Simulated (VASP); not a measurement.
# Zr (P-1) in VASP: electric field gradients with PBEsol

Aim: the electric field gradients of Zr with PBEsol.

Program: VASP 6.6.1. These are calculated values, not measurements. Logs are shortened: lines on timing, memory, paths and dates and some standing lists are left out, and cuts for length are marked.

## 1. The cell of the first run

The typed cell holds 2 atoms: a = 3.233 Å, b = 3.190 Å, c = 5.148 Å, α = 89.36°, β = 88.27°, γ = 118.70°.

## 2. Electric field gradients, PBEsol (equal xy, yz and zx shear strains of +3 %)

INCAR

```
SYSTEM = Zr
ALGO     = Normal         ! electronic algorithm
EDIFF    = 1E-8           ! SCF threshold, eV
ENCUT    = 520            ! plane-wave cutoff, eV
GGA      = PS             ! functional
ISIF     = 2              ! what is computed and relaxed
ISMEAR   = -1             ! smearing method
LASPH    = .True.         ! aspherical terms in the spheres
LCHARG   = .False.        ! write CHGCAR
LEFG     = .True.       
LREAL    = .False.        ! projectors in reciprocal space
LWAVE    = .False.        ! write WAVECAR
NBANDS   = 19             ! bands
NELM     = 80             ! most SCF steps
PREC     = Accurate       ! precision mode
SIGMA    = 0.08           ! smearing width, eV
```

KPOINTS

```
k-points
0
Gamma
  13 13 7
  0 0 0
```

POSCAR

```
Zr
1.0
    3.2319982225      0.0484799733      0.0484799733
   -1.5740142227      2.7747525789      0.0177449018
    0.0772050000      0.0772050000      5.1470000000
Zr
2
Direct
    0.3333333333      0.6666666667      0.2500000000
    0.6666666667      0.3333333333      0.7500000000
```

Potentials or basis: VASP PAW PBE potentials, release 64 (Zr_sv).

Launch:

```console
> cat potpaw_PBE.64/Zr_sv/POTCAR > POTCAR
> mpirun -np 1 vasp_std > vasp.out
```

OUTCAR:

```text
SYSTEM = Zr
   EDIFF = 1E-8
   ENCUT = 520
   GGA = PS
   ISIF = 2
   ISMEAR = -1
   LASPH = .True.
   LREAL = .False.
   NELM = 80
   PREC = Accurate

 ion  position               nearest neighbor table
   1  0.333  0.667  0.250-   2 3.13   2 3.13   2 3.15   2 3.18   2 3.22   2 3.26
   2  0.667  0.333  0.750-   1 3.13   1 3.13   1 3.15   1 3.18   1 3.22   1 3.26

  LATTYP: Found a triclinic cell.
 ALAT       =     3.2747425428
 B/A-ratio  =     0.9741696453
 C/A-ratio  =     1.5720802101
 COS(alpha) =     0.0112057054
 COS(beta)  =     0.0407400298
 COS(gamma) =     0.5001712246

  Lattice vectors:

 A1 = (   1.6579839998,   2.8232325522,   0.0662248751)
 A2 = (  -1.5740142227,   2.7747525789,   0.0177449018)
 A3 = (   0.0772050000,   0.0772050000,   5.1470000000)

Analysis of symmetry for initial positions (statically):
=====================================================================
 Subroutine PRICEL returns:
 Original cell was already a primitive cell.

 Routine SETGRP: Setting up the symmetry group for a
 triclinic supercell.

 Subroutine GETGRP returns: Found  2 space group operations
 (whereof  2 operations were pure point group operations)
 out of a pool of  2 trial point group operations.

The static configuration has the point symmetry S_2 .

Analysis of symmetry for dynamics (positions and initial velocities):
=====================================================================
 Subroutine PRICEL returns:
 Original cell was already a primitive cell.

 Routine SETGRP: Setting up the symmetry group for a
 triclinic supercell.

 Subroutine GETGRP returns: Found  2 space group operations
 (whereof  2 operations were pure point group operations)
 out of a pool of  2 trial point group operations.

The dynamic configuration has the point symmetry S_2 .

 Subroutine INISYM returns: Found  2 space group operations
 (whereof  2 operations are pure point group operations),
 and found     1 'primitive' translations

----------------------------------------------------------------------------------------

                                     Primitive cell

  volume of cell :      46.5304

  direct lattice vectors                    reciprocal lattice vectors
     3.231998223  0.048479973  0.048479973     0.306902239  0.174140402 -0.007215640
    -1.574014223  2.774752579  0.017744902    -0.005282215  0.357429869 -0.005282215
     0.077205000  0.077205000  5.147000000    -0.002872524 -0.002872524  0.194374110

  length of vectors
     3.232725340  3.190154781  5.148157945     0.352938989  0.357507923  0.194416557

  position of ions in fractional coordinates (direct lattice)
     0.333333333  0.666666667  0.250000000
     0.666666667  0.333333333  0.750000000

  ion indices of the primitive-cell ions
   primitive index   ion index
                 1           1
                 2           2

----------------------------------------------------------------------------------------

 KPOINTS: k-points

Automatic generation of k-mesh.
 Grid dimensions read from file:
 generate k-points for:   13   13    7

 Generating k-lattice:

  Cartesian coordinates                     Fractional coordinates (reciprocal lattice)
     0.023607865  0.013395416 -0.000555049     0.076923077  0.000000000  0.000000000
    -0.000406324  0.027494605 -0.000406324     0.000000000  0.076923077  0.000000000
    -0.000410361 -0.000410361  0.027767730    -0.000000000  0.000000000  0.142857143

  Length of vectors
     0.027149153  0.027500609  0.027773794

  Shift w.r.t. Gamma in fractional coordinates (k-lattice)
     0.000000000  0.000000000  0.000000000

 Subroutine IBZKPT returns following result:
 ===========================================

 Found    592 irreducible k-points:

 Following reciprocal coordinates:
            Coordinates               Weight
  0.000000  0.000000  0.000000      1.000000
  0.076923 -0.000000  0.000000      2.000000
  0.153846  0.000000  0.000000      2.000000
  0.230769 -0.000000  0.000000      2.000000
  0.307692  0.000000  0.000000      2.000000
  0.384615 -0.000000  0.000000      2.000000
[... 16 lines left out ...]
  0.153846  0.153846 -0.000000      2.000000
  0.230769  0.153846  0.000000      2.000000
 [... further k-points ...]
   k-points           NKPTS =    592   k-points in BZ     NKDIM =    592   number of bands    NBANDS=     19
   number of dos      NEDOS =    301   number of ions     NIONS =      2
   total plane-waves  NPLWV =  23040
   dimension x,y,z NGX =    24 NGY =   24 NGZ =   40
   dimension x,y,z NGXF=    48 NGYF=   48 NGZF=   80
   ions per type =               2
   NGX,Y,Z   is equivalent  to a cutoff of  12.34, 12.51, 12.92 a.u.
   NGXF,Y,Z  is equivalent  to a cutoff of  24.68, 25.01, 25.83 a.u.
 SYSTEM =  Zr
   PREC   = accura    normal or accurate (medium, high low for compatibility)
   ISTART =      0    job   : 0-new  1-cont  2-samecut
   ICHARG =      2    charge: 1-file 2-atom 10-const
   ISPIN  =      1    spin polarized calculation?
   LNONCOLLINEAR =      F non collinear calculations
   LSORBIT =      F    spin-orbit coupling
   LASPH  =      T    aspherical Exc in radial PAW
   ENCUT  =  520.0 eV  38.22 Ry    6.18 a.u.   6.01  5.93  9.57*2*pi/ulx,y,z
   NELM   =     80;   NELMIN=  2; NELMDL= -5     # of ELM steps
   EDIFF  = 0.1E-07   stopping-criterion for ELM
   LREAL  =      F    real-space projection
   EDIFFG = 0.1E-06   stopping-criterion for IOM
   NSW    =      0    number of steps for IOM
   IBRION =     -1    ionic relax: 0-MD 1-quasi-New 2-CG
   NFREE  =      0    steps in history (QN), initial steepest desc. (CG)
   ISIF   =      2    stress and relaxation
   ISYM   =      2    0-nonsym 1-usesym 2-fastsym
   POTIM  = 0.5000    time-step for ionic-motion
   TEBEG  =    0.0;   TEEND  =   0.0 temperature during run
   PSTRESS=    0.0 pullay stress
   NELECT =      24.0000    total number of electrons
   NUPDOWN=      -1.0000    fix difference up-down
   EMIN   =  10.00;   EMAX   =-10.00  energy-range for DOS
   EFERMI =   0.00;   METHOD = LEGACY
   ISMEAR =    -1;   SIGMA  =   0.08  broadening in eV -4-tet -1-fermi 0-gaus
   EFERMI_NEDOS =   21; number of points for ismear=-14 and -15
   IALGO  =     38    algorithm
   IMIX   =      4    mixing-type and parameters
     AMIX     =   0.40;   BMIX     =  1.00
     AMIX_MAG =   1.60;   BMIX_MAG =  1.00
  volume/ion in A,a.u.               =      23.27       157.00
  Fermi-wavevector in a.u.,A,eV,Ry     =   1.312904  2.481029 23.452596  1.723717
  Thomas-Fermi vector in A             =   2.443264
   LORBIT       =      0    0 simple, 1 ext, 2 COOP (PROOUT), +10 PAW based schemes
   GGA     = PS    functional components
   LHFCALC =     F    Hartree Fock is set to
   AEXX    =    0.0000 exact exchange contribution
   IVDW    =     0    specifies the selected vdW correction
   LEPSILON=     F    determine dielectric tensor
   LRPA    =     F    only Hartree local field effects (RPA)
 non-spin polarized calculation
  energy-cutoff  :      520.00
  volume of cell :       46.53
 maximum number of plane-waves:      1271
   NGX = 13   NGY = 11   NGZ = 19

 number of electron      24.0000000 magnetization

 Free energy of the ion-electron system (eV)
  ---------------------------------------------------
  ext. energy  EPLUGINS =         0.00000000
  ---------------------------------------------------
  free energy    TOTEN  =       -18.15686709 eV

  energy without entropy =      -18.11157311  energy(sigma->0) =      -18.13422010

 E-fermi :   8.8424     XC(G=0): -11.2042

 val. band max:        8.8411234110   @ k =   0.2308   0.4615   0.2857
 cond. band min:       8.8428865222   @ k =   0.1538  -0.0769   0.1429
 fundamental gap:      0.0017631112
 Fermi energy:         8.8424443155

 k-point     1 :       0.0000    0.0000    0.0000
  band No.  band energies     occupation
      1     -39.8594      2.00000
      2     -39.7010      2.00000
      3     -18.4182      2.00000
      4     -17.5508      2.00000
      5     -17.5178      2.00000
      6     -17.4199      2.00000
[... 11 lines left out ...]
     18      11.0811      0.00000
     19      13.2210      0.00000

 k-point     2 :       0.0769   -0.0000    0.0000
  band No.  band energies     occupation
      1     -39.8530      2.00000
      2     -39.6985      2.00000
      3     -18.4004      2.00000
      4     -17.5886      2.00000
      5     -17.5309      2.00000
      6     -17.4543      2.00000
[... 476 lines left out ...]
 k-point    24 :       0.2308    0.1538    0.0000
  band No.  band energies     occupation
      1     -39.7652      2.00000
      2     -39.6738      2.00000
      3     -18.1349      2.00000
      4     -17.9763      2.00000
      5     -17.9053      2.00000
      6     -17.6957      2.00000
[... 11 lines left out ...]
     18      13.2772      0.00000
     19      13.8543      0.00000

 [... further k-points ...]
[... 5 lines left out ...]
  --------------------------------------------------------------------------------------
  -------------------------------------------------------------------------------------
  Total       -1.0002009     -0.9720404     -0.8303619     -0.3524696     -0.1755749     -0.1792756
  in kB      -34.4398395    -33.4701906    -28.5917849    -12.1365576     -6.0455560     -6.1729828
  external PRESSURE =     -32.1672717 kB  Pullay stress =       0.0000000 kB

 VOLUME and BASIS-vectors are now :
 -----------------------------------------------------------------------------
  energy-cutoff  :      520.00
  volume of cell :       46.53
      direct lattice vectors                 reciprocal lattice vectors
     3.231998223  0.048479973  0.048479973     0.306902239  0.174140402 -0.007215640
    -1.574014223  2.774752579  0.017744902    -0.005282215  0.357429869 -0.005282215
     0.077205000  0.077205000  5.147000000    -0.002872524 -0.002872524  0.194374110

 POSITION                                       TOTAL-FORCE (eV/Angst)
 -----------------------------------------------------------------------------------
      0.04729      1.88530      1.31474        -0.046848      0.004175      0.010535
      1.68790      1.01514      3.89848         0.046848     -0.004175     -0.010535
 -----------------------------------------------------------------------------------
    total drift:                               -0.000000      0.000000     -0.000000

  FREE ENERGIE OF THE ION-ELECTRON SYSTEM (eV)
  ---------------------------------------------------
  free  energy   TOTEN  =       -18.1568670871 eV

  energy  without entropy=      -18.1115731129  energy(sigma->0) =      -18.13422010

 Electric field gradients (V/A^2)
---------------------------------------------------------------------
 ion       V_xx      V_yy      V_zz      V_xy      V_xz      V_yz
---------------------------------------------------------------------
   1     -21.355   -20.634    41.989    -4.801    -7.403    -7.444
   2     -21.355   -20.634    41.989    -4.801    -7.403    -7.444
---------------------------------------------------------------------

 Electric field gradients after diagonalization (V/A^2)
 (convention: |V_zz| > |V_xx| > |V_yy|)
----------------------------------------------------------------------
 ion       V_xx      V_yy      V_zz     asymmetry (V_yy - V_xx)/ V_zz
----------------------------------------------------------------------
   1     -27.395   -16.183    43.578       0.257
   2     -27.395   -16.183    43.578       0.257
----------------------------------------------------------------------

           NMR quadrupolar parameters

 Cq : quadrupolar parameter    Cq=e*Q*V_zz/h
 eta: asymmetry parameters     (V_yy - V_xx)/ V_zz
 Q  : nuclear electric quadrupole moment in mb (millibarn)
----------------------------------------------------------------------
 ion       Cq(MHz)       eta       Q (mb)
----------------------------------------------------------------------
   1       0.105       0.257       1.000
   2       0.105       0.257       1.000
----------------------------------------------------------------------
```

It took 5.8 min on 1 thread of Intel Xeon Platinum 8259CL at 2.50GHz (Skylake/Cascade Lake), shared host; peak memory 0.5 GiB.

What came out:

| Item | Value |
| --- | --- |
| Free energy | -18.1569 eV |
| Pressure | -3.2 GPa |
| Largest force | 0.048 eV/Å |
| Band gap on the k mesh | zero (band 12 reaches 9.85 eV, above the bottom of band 13 at 8.56 eV) |

Forces on the atoms (eV/Å):
```
Zr  -0.047  0.004  0.011
Zr   0.047 -0.004 -0.011
```

Electric field gradients, principal values (V/Å²):
```csv
atom,least,middle,greatest (by size)
1 Zr,-16.183,-27.395,43.578
2 Zr,-16.183,-27.395,43.578
```

Caveat: the cell differs from its parent crystal (equal xy, yz and zx shear strains of +3 %); without QUAD_EFG the Cq values of the log hold for a quadrupole moment of 1 mb, not for the nuclei; the PAW data sets were made with another functional, which shifts forces and pressure a little.
